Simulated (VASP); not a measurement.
## MgI2: single point with PBE

MgI2:

```
CELL_PARAMETERS angstrom
4.20720 0.00000 0.00000
-2.10360 3.64354 0.00000
0.00000 0.00000 7.81172
ATOMIC_POSITIONS crystal
Mg 0.00000 0.00000 0.00000
I 0.33333 0.66667 0.80507
I 0.66667 0.33333 0.19493
```

```json
{
 "Program": "VASP 6.6.1",
 "Task": "single point",
 "Functional": "PBE",
 "Potentials or basis": "VASP PAW PBE potentials, release 64 (Mg, I)",
 "Cutoff": "520 eV",
 "k mesh": "6 × 6 × 4",
 "Occupations": "gaussian, width 0.05 eV",
 "Spin": "no spin polarisation",
 "Dipole correction": "no",
 "Further INCAR settings": "ALGO = Normal; EDIFF = 1e-06; NBANDS = 15"
}
```

- Pressure: 2.2 GPa
- Largest force: 0.796 eV/Å
- Band gap on the k mesh: 3.75 eV, indirect (least direct gap 4.06 eV)

Forces in eV/Å, atoms in the order of the input:
```
Mg   0.000  0.000  0.000
I    0.000  0.000 -0.796
I    0.000  0.000  0.796
```

Stress tensor (GPa, compression positive):
```
1.70 0.00 0.00
0.00 1.70 0.00
0.00 0.00 3.21
```

Levels at points of the mesh, in eV from the valence-band top:
```tsv
k point	band 5	band 6	band 7	band 8	band 9	band 10	band 11	band 12
(0.00, 0.00, 0.00)	-0.51	-0.08	-0.08	-0.07	3.99	4.82	6.55	6.55
(0.50, 0.00, 0.00)	-1.43	-1.22	-0.48	-0.39	3.75	5.63	6.12	7.63
(0.00, 0.00, 0.50)	-0.50	-0.50	-0.09	-0.09	4.48	4.84	6.52	6.52
(0.50, 0.00, 0.50)	-1.42	-1.06	-0.48	-0.42	3.78	5.67	6.00	6.71
```

Run time: 36 s on 1 thread of Intel(R) Xeon(R) Platinum 8259CL CPU @ 2.50GHz (Skylake/Cascade Lake), on a shared host, peak memory 0.25 GiB.

Caveat: spin-orbit coupling is left out, which moves the levels of the heavy elements; this functional lacks dispersion, which binds the layers, so the pressure and a relaxed spacing across them are unreliable. A k mesh can miss the band edges.
